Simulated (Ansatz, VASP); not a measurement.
## One calculation of GaSb, two programs

POSCAR

```
GaSb
1.0
    0.0000000000      3.0656859800      3.0656859800
    3.0656859800      0.0000000000      3.0656859800
    3.0656859800      3.0656859800      0.0000000000
Ga Sb
1 1
Direct
    0.0000000000      0.0000000000      0.0000000000
    0.7500000000      0.7500000000      0.7500000000
```

INCAR.step1

```
PREC = Accurate ; ENCUT = 520
ISMEAR = 0 ; SIGMA = 0.05
LREAL = False ; LASPH = True
NELM = 60 ; NBANDS = 16
GGA = PE ; ALGO = Normal
EDIFF = 1E-4 ; LWAVE = True
LCHARG = False
```

File INCAR.step2:

```
PREC = Accurate ; ENCUT = 520
EDIFF = 1E-6 ; ISMEAR = 0
SIGMA = 0.05 ; LREAL = False
LASPH = True ; NELM = 60
ALGO = Normal ; ISIF = 2
LWAVE = False ; LCHARG = False
METAGGA = R2SCAN ; LMIXTAU = True
NBANDS = 16 ; ISTART = 1
```

File KPOINTS:

```
regular mesh
0
Gamma
  10 10 10
```

Input for Ansatz:

```yaml
crystal:
  lattice:
    - [0.0, 3.06568598, 3.06568598]
    - [3.06568598, 0.0, 3.06568598]
    - [3.06568598, 3.06568598, 0.0]
  atoms:
    - { symbol: Ga, position: [0.0, 0.0, 0.0] }
    - { symbol: Sb, position: [0.75, 0.75, 0.75] }
basis:
  ecutwfc: 500
  ecutrho_ratio: 4
kpoints:
  mp_grid: { grid: [10, 10, 10] }
hamiltonian:
  xc: r2scan
scf:
  occupations: { method: gaussian, width: 0.05 }
output:
  forces: true
  stress: true
  eigenvalues: true
```

Alike in both runs: task single point; functional r2SCAN; k mesh 10 × 10 × 10; occupations gaussian, width 0.05 eV; no spin polarisation.

|  | VASP | Ansatz |
| --- | --- | --- |
| version | VASP 6.6.1 | Ansatz 0.2.0 |
| potentials or method | VASP PAW PBE potentials, release 64 (Ga_d, Sb), cutoff 520 eV | scalar-relativistic, plane waves, PAW |
| valence electrons in the cell | 18 | 28 |

```tsv
	VASP	Ansatz	Ansatz less VASP
gap on the k mesh at the Fermi level (eV)	0.40	0.42	+0.016
least direct gap on the mesh (eV)	0.40	0.42	+0.016
pressure (GPa)	0.1	0.0	-0.09
```

VASP's potentials were made for PBE, not for r2SCAN. VASP's potentials hold 18 valence electrons a cell and Ansatz's 28, so a difference there can come from the potentials and not from the codes.

Spin-orbit coupling is off throughout.
